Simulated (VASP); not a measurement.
Runs of VASP 6.6.1 on Cs. The structure is that of space group P6/mmm (No. 191), or close to it. The cells are those of the table. 

```tsv
cell	gap on the mesh (eV)	pressure (GPa)
a = 3.905, b = 3.905, c = 3.671 Å, angles 90.0, 90.0, 120.0°, 1 atom	none	4.2
a = 5.300, b = 5.300, c = 4.982 Å, angles 90.0, 90.0, 120.0°, 1 atom	none	0.0
a = 4.920, b = 4.920, c = 4.625 Å, angles 90.0, 90.0, 120.0°, 1 atom	none	0.6
a = 4.207, b = 4.207, c = 3.954 Å, angles 90.0, 90.0, 120.0°, 1 atom	none	2.8
a = 4.470, b = 4.470, c = 4.202 Å, angles 90.0, 90.0, 120.0°, 1 atom	none	(b)
a = 4.706, b = 4.706, c = 4.424 Å, angles 90.0, 90.0, 120.0°, 1 atom	none	(a)
```

Alike in all rows: task single point; level PBE; potentials or basis VASP PAW PBE potentials, release 64 (Cs_sv); no spin polarisation; k mesh 8 × 8 × 8; cutoff (eV) 520; smearing fermi-dirac 0.08 eV.

Task: Fill in the values left out.

Result: (a) 1.1; (b) 1.8.

Caveats: spin-orbit coupling is left out, which moves the levels of the heavy elements.

A k mesh can miss the band edges, and the runs leave out spin-orbit coupling on Cs.

A gap of «none» marks levels without a gap at the run's occupations.
